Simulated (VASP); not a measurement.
SrO: single point with LDA

The system is SrO.

```
Sr O
1.0
     0.00000    2.56980    2.56980
     2.56980    0.00000    2.56980
     2.56980    2.56980    0.00000
Sr O
1 1
Cartesian
  -0.3000 0.0000 0.0000
  2.5698 2.5698 2.5698
```

This cell differs from its parent crystal: atom 1 (Sr) moved by (-0.300, +0.000) A along x and y.

```yaml
Program: VASP 6.6.1
Task: single point
Functional: LDA
Potentials_or_basis: VASP PAW LDA potentials, release 64 (Sr_sv, O)
Cutoff: 600 eV
k_mesh: 8 × 8 × 8
Occupations: gaussian, width 0.05 eV
Spin: no spin polarisation
```

```yaml
Pressure: -0.8 GPa
Largest_force: 1.073 eV/Å
Band_gap_on_the_k_mesh: 3.20 eV (least direct gap 3.25 eV)
```

Forces on the atoms (eV/Å):
```
Sr   1.073  0.000  0.000
O   -1.073  0.000  0.000
```

Stress tensor (GPa, compression positive):
```
 6.31  0.00  0.00
 0.00 -4.32  0.00
 0.00  0.00 -4.32
```

Levels at points of the mesh, in eV from the valence-band top:
```
           k point  band 4  band 5  band 6  band 7  band 8  band 9  band 10  band 11  band 12  band 13
(0.00, 0.00, 0.00)  -13.65  -13.43   -0.18   -0.18   -0.10    3.83     6.24     6.58     6.58     8.46
(0.50, 0.00, 0.00)  -13.75  -12.32   -2.15   -1.10   -1.01    6.41     7.96     8.98     9.17    11.50
(0.50, 0.50, 0.00)  -14.03  -13.51   -0.53   -0.40    0.00    3.86     7.59    10.31    10.45    11.27
(0.00, 0.50, 0.50)  -14.06  -13.65   -0.19   -0.05   -0.05    3.20     7.40     9.81    10.36    11.26
```

Run time: 51 s on 1 thread of Intel(R) Xeon(R) Platinum 8488C (Sapphire Rapids) (shared host), peak memory 0.17 GiB.

Caveat: the cell differs from its parent crystal (atom 1 (Sr) moved by (-0.300, +0.000) A along x and y); forces of over 1 eV/Å act on the atoms, so gaps and moduli don't describe the material at rest. A k mesh can miss the band edges.
